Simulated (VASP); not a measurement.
A run of VASP 6.6.1:

The input INCAR:

```
PREC = Accurate ; ENCUT = 520
EDIFF = 1E-7 ; ISMEAR = -1
SIGMA = 0.1 ; LREAL = False
LASPH = True ; NELM = 80
ALGO = Normal ; ISIF = 2
LWAVE = False ; LCHARG = False
GGA = B5 ; ALDAX = 1.0
AGGAX = 1.0 ; AGGAC = 1.0
ALDAC = 0.0 ; NBANDS = 12
```

KPOINTS

```
Automatic mesh
0
Gamma
  10 10 10
```

File POSCAR:

```
La
1.0
    3.5303764657      0.0000000000      0.0000000000
    0.0000000000      3.5303764657      0.0000000000
    0.0000000000      0.0000000000      3.5303764657
La
1
Direct
    0.0000000000      0.0000000000      0.0000000000
```

Potentials or basis: VASP PAW PBE potentials, release 64 (La).

Command:

```console
$ cat potpaw_PBE.64/La/POTCAR > POTCAR
$ mpirun -np 1 vasp_std > vasp.out
```

Hardware: 1 thread of Intel(R) Xeon(R) 6975P-C (Granite Rapids), on a shared host.

Task: Estimate the wall time of this run.

Result: It took 44 s on 1 thread of Intel(R) Xeon(R) 6975P-C (Granite Rapids), with other jobs on the host, peak memory 0.18 GiB. Counts: scf iterations 27, k points 56.
